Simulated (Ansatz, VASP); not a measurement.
**Two plane-wave programs on SrMg**

File INCAR:

```
ALGO = Normal ; EDIFF = 1E-6
ENCUT = 520 ; GGA = CA
ISIF = 2 ; ISMEAR = 0
LASPH = T ; LCHARG = F
LREAL = F ; LWAVE = F
NBANDS = 13 ; NELM = 80
PREC = Accurate ; SIGMA = 0.15
```

File KPOINTS:

```
k-points
0
Gamma
  12 12 12
```

The input POSCAR:

```
SrMg
1.0
    3.7830000000      0.0000000000      0.0000000000
    0.0000000000      3.7830000000      0.0000000000
    0.0000000000      0.0000000000      3.9000000000
Sr Mg
1 1
Direct
    0.5000000000      0.5000000000      0.5000000000
    0.0000000000      0.0000000000      0.0000000000
```

Input for Ansatz:

```yaml
crystal:
  lattice:
    - [3.783, 0.0, 0.0]
    - [0.0, 3.783, 0.0]
    - [0.0, 0.0, 3.9]
  atoms:
    - { symbol: Sr, position: [0.5, 0.5, 0.5] }
    - { symbol: Mg, position: [0.0, 0.0, 0.0] }
basis:
  ecutwfc: 420
kpoints:
  mp_grid: { grid: [12, 12, 12] }
hamiltonian:
  xc: lda
scf:
  occupations: { method: gaussian, width: 0.15 }
output:
  forces: true
  stress: true
  eigenvalues: true
```

Change from the starting cell: strain -0.030 along x and y, +0.000 along z, atoms carried along.

Alike in both runs: task single point; functional LDA; k mesh 12 × 12 × 12; occupations gaussian, width 0.15 eV; no spin polarisation.

|  | VASP | Ansatz |
| --- | --- | --- |
| version | VASP 6.6.1 | Ansatz 0.2.0 |
| potentials or method | VASP PAW LDA potentials, release 64 (Sr_sv, Mg), cutoff 520 eV | scalar-relativistic, plane waves, PAW |
| valence electrons in the cell | 12 | 20 |

Ansatz gave:

| Item | Value |
| --- | --- |
| gap on the k mesh at the Fermi level (eV) | none |
| pressure (GPa) | 5.8 |
| traceless stress, the component that is largest in VASP (GPa) | -0.20 |

Question: What did VASP give for the same quantities?

Answer: gap on the k mesh at the Fermi level (eV): none; pressure (GPa): 5.7; traceless stress, the component that is largest in VASP (GPa): -0.21.

LDA's correlation is that of Perdew and Zunger in VASP and of Perdew and Wang (1992) in Ansatz. A gap of «none» marks a metal or a gap that the smearing closes. VASP's potentials hold 12 valence electrons a cell and Ansatz's 20, so a difference there can come from the potentials and not from the codes.
